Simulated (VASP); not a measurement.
Write the native input for VASP 6.6.1 that does the following.

```
Task                   : single point
Functional             : PBEsol
Potentials or basis    : VASP PAW PBE potentials, release 64 (Sc_sv)
Cutoff                 : 520 eV
k mesh                 : 8 × 8 × 8
Occupations            : gaussian, width 0.1 eV
Spin                   : no spin polarisation
Dipole correction      : no
Further INCAR settings : ALGO = Normal; EDIFF = 1e-06; NBANDS = 12
```

The structure of Sc lies in POSCAR:

```
Sc
1.0
   -1.6741591748      1.6741591748      1.6741591748
    1.6741591748     -1.6741591748      1.6741591748
    1.6741591748      1.6741591748     -1.6741591748
Sc
1
Direct
    0.0000000000      0.0000000000      0.0000000000
```

The input as run:

INCAR

```
PREC = Accurate
ENCUT = 520
EDIFF = 1E-6
ISMEAR = 0
SIGMA = 0.1
LREAL = F
LASPH = T
NELM = 60
ALGO = Normal
ISIF = 2
LWAVE = F
LCHARG = F
GGA = PS
NBANDS = 12
```

KPOINTS

```
regular mesh
0
Gamma
  8 8 8
```

Potentials or basis: VASP PAW PBE potentials, release 64 (Sc_sv).

Launch:

```bash
$ cat potpaw_PBE.64/Sc_sv/POTCAR > POTCAR
$ mpirun -np 1 vasp_std > vasp.out
```

It gave:

```json
{"Pressure": "19.3 GPa"}
```

Caveat: the PAW data sets were made with another functional, which shifts forces and pressure a little.

Run time: 2.5 s on 1 thread of Intel(R) Xeon(R) 6975P-C (Granite Rapids), on a shared host, peak memory 0.13 GiB.
